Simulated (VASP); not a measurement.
Input of a VASP 6.6.1 run:

The input INCAR:

```
SYSTEM = Pd
ALGO = Fast
EDIFF = 1E-6
ENCUT = 520
GGA = CA
ISIF = 2
ISMEAR = 0
LASPH = .TRUE.
LCHARG = .TRUE.
LELF = .TRUE.
LREAL = .FALSE.
LVHAR = .TRUE.
LWAVE = .FALSE.
NBANDS = 17
NELM = 60
PREC = Accurate
SIGMA = 0.1
```

KPOINTS

```
k-points
0
G
  9 9 18
  0 0 0
```

The input POSCAR:

```
Pd
1.0
    3.9621891203      0.0000000000      0.0000000000
    0.0000000000      3.9621891203      0.0000000000
   -1.9810945601      0.0000000000      1.8481536049
Pd
2
Direct
    0.0000000000      0.0000000000      0.0000000000
    0.5000000000      0.5000000000      0.0000000000
```

Potentials or basis: VASP PAW LDA potentials, release 64 (Pd).

The run is started by

```sh
$ cat potpaw_LDA.64/Pd/POTCAR > POTCAR
$ mpirun -np 1 vasp_std > vasp.out
```

Question: Predict the pressure.

Answer: -4.8 GPa.

Question: Estimate the band gap on the k mesh.

Answer: Zero (band 10 reaches 10.38 eV, above the bottom of band 11 at 9.15 eV).

Stress tensor (GPa, compression positive):
```
-5.83  0.00  0.00
 0.00 -5.83  0.00
 0.00  0.00 -2.84
```
